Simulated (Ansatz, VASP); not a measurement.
# One calculation of ZnO, two programs

POSCAR

```
ZnO
1.0
    2.6882100000      0.0000000000      0.0000000000
    0.0000000000      2.6882100000      0.0000000000
    0.0000000000      0.0000000000      2.6882100000
Zn O
1 1
Direct
    0.0000000000      0.0000000000      0.0000000000
    0.5000000000      0.5000000000      0.5000000000
```

File INCAR.step1:

```
ALGO = Normal
EDIFF = 1E-5
ENCUT = 600
GGA = PE
ISMEAR = -1
LASPH = T
LCHARG = F
LREAL = F
LWAVE = T
NBANDS = 16
NELM = 100
PREC = Accurate
SIGMA = 0.05
```

The input INCAR.step2:

```
AEXX = 0.25
ALGO = Normal
EDIFF = 1E-6
EDIFFG = -0.01
ENCUT = 600
GGA = PS
HFSCREEN = 0.207
IBRION = 2
ISIF = 3
ISMEAR = -1
ISTART = 1
LASPH = T
LCHARG = F
LHFCALC = T
LREAL = F
LWAVE = F
NELM = 100
NSW = 60
PREC = Accurate
PRECFOCK = Normal
SIGMA = 0.05
```

File KPOINTS:

```
k-points
0
Gamma
  5 5 5
```

input

```
crystal:
  lattice:
    - [2.68821, 0.0, 0.0]
    - [0.0, 2.68821, 0.0]
    - [0.0, 0.0, 2.68821]
  atoms:
    - { symbol: Zn, position: [0.0, 0.0, 0.0] }
    - { symbol: O, position: [0.5, 0.5, 0.5] }
hamiltonian:
  xc:
    exchange: hjs_pbesol
    correlation: pbesol
    exx: { coeff: 0.25, omega: 0.207 }
  pseudopotentials: { kind: paw }
kpoints:
  mp_grid: { grid: [5, 5, 5] }
scf:
  occupations: { method: fermi_dirac, width: 0.05 }
output:
  forces: true
  stress: true
  eigenvalues: true
relax:
  f_tol: 0.01
  max_steps: 40
  cell: { stress_tol: 0.05 }
```

Alike in both runs: task relaxation of cell and atoms; functional PBEsol-based screened hybrid; k mesh 5 × 5 × 5; occupations fermi-dirac, width 0.05 eV; no spin polarisation.

```csv
,VASP,Ansatz
version,VASP 6.6.1,Ansatz 0.2.0
potentials or method,"VASP PAW PBE potentials, release 64 (Zn, O)",Ansatz PAW
plane-wave cutoff (eV),600,420
valence electrons in the cell,18,18
```

Ansatz gave:

* gap on the k mesh at the Fermi level, each at its own relaxed structure (eV): 1.15
* relaxed volume (Å³/atom): 8.98
* relaxed cell length with the largest relative difference (Å): 2.618

Problem. Estimate VASP's values.

Solution. gap on the k mesh at the Fermi level, each at its own relaxed structure (eV): 1.07; relaxed volume (Å³/atom): 9.03; relaxed cell length with the largest relative difference (Å): 2.623.

VASP's potentials were made for PBE, not for PBEsol-based screened hybrid.

The k mesh is coarse, so the values compare programs but aren't converged. Noted on Ansatz's run: odd divisions of the mesh miss points on the zone boundary, where band edges often lie, so the gap on the mesh can be too wide; the plane-wave basis is chosen anew once the cell has moved, so the energies of steps on either side of that aren't comparable.
